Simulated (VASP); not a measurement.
Set up this calculation in VASP 6.6.1, as the native input.

```
Task                   : relaxation of cell and atoms
Functional             : PBE
Potentials or basis    : VASP PAW PBE potentials, release 64 (Al, In_d, P, As)
Cutoff                 : 500 eV
k mesh                 : 6 × 6 × 4
Occupations            : gaussian, width 0.1 eV
Spin                   : no spin polarisation
Dipole correction      : no
Further INCAR settings : ALGO = Normal; EDIFF = 1e-07; IBRION = 2; EDIFFG = -0.04; NSW = 90; ISIF = 3
```

The structure of AlInAsP3 lies in POSCAR:

```
AlInAsP3
1.0
    4.9960254181      0.0000000000      0.0000000000
   -2.4980127090      4.3266849300      0.0000000000
    0.0000000000      0.0000000000      5.2748836686
Al In P As
1 1 3 1
Direct
    0.3333333333      0.6666666667      0.0000000000
    0.0000000000      0.0000000000      0.0000000000
    0.6380025951      0.8190012975      0.5000000000
    0.1809987025      0.8190012975      0.5000000000
    0.1809987025      0.3619974049      0.5000000000
    0.6666666667      0.3333333333      0.0000000000
```

The cell was built from a structure type or drawn by symmetry, and may not be a known phase.

These files were run (other wordings do the same):

INCAR

```
SYSTEM = AlInAsP3
PREC = Accurate ; ENCUT = 500
EDIFF = 1E-7 ; ISMEAR = 0
SIGMA = 0.1 ; LREAL = .FALSE.
LASPH = .TRUE. ; NELM = 120
ALGO = Normal ; ISIF = 3
LWAVE = .FALSE. ; LCHARG = .FALSE.
GGA = PE ; IBRION = 2
NSW = 90 ; EDIFFG = -0.04
GGA_COMPAT = .FALSE. ; NELMIN = 4
```

KPOINTS

```
Automatic mesh
0
G
  6 6 4
  0 0 0
```

Potentials or basis: VASP PAW PBE potentials, release 64 (Al, In_d, P, As).

Run with:

```console
$ cat potpaw_PBE.64/Al/POTCAR potpaw_PBE.64/In_d/POTCAR potpaw_PBE.64/P/POTCAR potpaw_PBE.64/As/POTCAR > POTCAR
$ mpirun -np 1 vasp_std > vasp.out
```

It gave:

* Relaxed volume: 20.40 Å³/atom
* Relaxed cell: a = 5.206 Å, b = 5.206 Å, c = 5.215 Å, α = 90.00°, β = 90.00°, γ = 120.00°
* Space group after relaxing (to 0.1 Å): P-6m2 (No. 187)
* Energy gained by relaxing: 41.8 meV/atom
* Ionic steps: 10
* Pressure after relaxing: -0.3 GPa
* Largest force after relaxing: 0.015 eV/Å
* Band gap on the k mesh: zero (bands 18 and 19 overlap by 1.98 eV)

Caveat: spin-orbit coupling is left out, which moves the levels of the heavy elements.

Wall time 3.6 min on 1 thread of AMD EPYC 9R45 96-Core Processor (Zen 5), with other jobs on the host, peak memory 0.23 GiB.
